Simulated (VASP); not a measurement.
Write the native input for VASP 6.6.1 that does the following.

| Property | Result |
| --- | --- |
| Task | single point |
| Functional | PBE |
| Potentials or basis | VASP PAW PBE potentials, release 64 (Re) |
| Cutoff | 520 eV |
| k mesh | 15 × 15 × 15 |
| Occupations | fermi-dirac, width 0.05 eV |
| Spin | no spin polarisation |
| Dipole correction | no |
| Further INCAR settings | ALGO = Normal; EDIFF = 1e-07; NBANDS = 18 |

The structure of Re lies in POSCAR:

```
Re
1.0
    1.3700839209      0.7910183205      6.6986080885
   -1.3700839209      0.7910183205      6.6986080885
    0.0000000000     -1.5820366411      6.6986080885
Re
3
Direct
    0.0000000000      0.0000000000      0.0000000000
    0.2221738800      0.2221738800      0.2221738800
    0.7778261200      0.7778261200      0.7778261200
```

This cell differs from its parent crystal: equal xx and yy strain of -1 %.

These files were run (other wordings do the same):

INCAR

```
PREC = Accurate ; ENCUT = 520
EDIFF = 1E-7 ; ISMEAR = -1
SIGMA = 0.05 ; LREAL = F
LASPH = T ; NELM = 80
ALGO = Normal ; ISIF = 2
LWAVE = F ; LCHARG = F
GGA = PE ; NBANDS = 18
```

KPOINTS

```
Automatic mesh
0
Gamma
  15 15 15
```

Potentials or basis: VASP PAW PBE potentials, release 64 (Re).

Launch:

```sh
$ cat potpaw_PBE.64/Re/POTCAR > POTCAR
$ mpirun -np 1 vasp_std > vasp.out
```

Results of the run:

```
Pressure               : 11.3 GPa
Largest force          : 0.059 eV/Å
Band gap on the k mesh : zero (an odd number of electrons rules out a gap without spin polarisation)
```

Caveat: the cell differs from its parent crystal (equal xx and yy strain of -1 %); the stress differs along the axes, from 8 to 13 GPa; spin-orbit coupling is left out, which moves the levels of the heavy elements.

Run time: 23 min on 1 thread of Intel(R) Xeon(R) Platinum 8488C (Sapphire Rapids) (shared host), peak memory 0.54 GiB.
